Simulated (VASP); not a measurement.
Input of a VASP 6.6.1 run:

File INCAR:

```
  PREC = Accurate
  ENCUT = 520
  EDIFF = 1E-6
  ISMEAR = 0
  SIGMA = 0.02
  LREAL = F
  LASPH = T
  NELM = 80
  ALGO = Normal
  ISIF = 2
  LWAVE = F
  LCHARG = T
  GGA = PE
  IVDW = 12
  LELF = T
  LVHAR = T
  NBANDS = 28
```

The input KPOINTS:

```
Automatic mesh
0
Gamma
  6 6 4
```

The input POSCAR:

```
PbS
1.0
    2.9503979766     -2.9647945986      0.2883254080
    2.9503979766      2.9647945986      0.2883254080
   -0.5843400223      0.0000000000      5.9198120540
Pb S
2 2
Direct
    0.7499559699      0.7499559699      0.7500953267
    0.2500440301      0.2500440301      0.2499046733
    0.2500819763      0.2500819763      0.7502656296
    0.7499180237      0.7499180237      0.2497343704
```

Potentials or basis: VASP PAW PBE potentials, release 64 (Pb_d, S).

Command:

```bash
$ cat potpaw_PBE.64/Pb_d/POTCAR potpaw_PBE.64/S/POTCAR > POTCAR
$ mpirun -np 1 vasp_std > vasp.out
```

Q: What does it give for the band gap on the k mesh?

A: 0.37 eV.

Q: What does it give for the dispersion energy per atom?

A: -0.346 eV.

Q: Predict the pressure.

A: -0.1 GPa.

Caveat: spin-orbit coupling is left out, which moves the levels of the heavy elements. A k mesh can miss the band edges.
